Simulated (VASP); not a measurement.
The system is Hg.

```
Hg
1.0
     3.59651    0.00000    0.00000
    -1.79826    3.11467    0.00000
     0.00000    0.00000    5.58800
Hg
2
Cartesian
  0.0000 2.0764 4.1910
  1.7983 1.0382 1.3970
```

| Property | Result |
| --- | --- |
| Program | VASP 6.6.1 |
| Task | relaxation of cell and atoms |
| Functional | PBE |
| Potentials or basis | VASP PAW PBE potentials, release 64 (Hg_sv_GW) |
| Cutoff | 500 eV |
| k mesh | 14 × 14 × 8 |
| Occupations | gaussian, width 0.05 eV |
| Spin | no spin polarisation |

At the start: pressure -1.0 GPa; volume 31.30 Å³/atom.

**Question.** How do energy, volume and symmetry change on relaxing?

**Answer.** Over 7 steps the energy falls by 6.6 meV/atom and the volume is 29.28 Å³/atom (-6.4 %); space group P6_3/mmc (No. 194, to 0.1 Å) before and after.

The path:
```csv
step,energy change (eV),largest force (eV/Å),pressure (GPa),volume (Å³)
1,0.0000,0.0000,-1.03,62.60
2,-0.0092,0.0000,-0.60,60.79
3,-0.0132,0.0000,-0.04,58.80
4,-0.0132,0.0000,0.00,58.67
5,-0.0132,0.0000,0.02,58.59
6,-0.0132,0.0000,0.02,58.58
7,-0.0133,0.0000,0.02,58.57
```

Final structure:
```xyz
2
Lattice="3.5123 0.0000 0.0000 -1.7562 3.0418 0.0000 0.0000 0.0000 5.4820" Properties=species:S:1:pos:R:3 pbc="T T T"
Hg    0.0000    2.0279    4.1115
Hg    1.7562    1.0139    1.3705
```
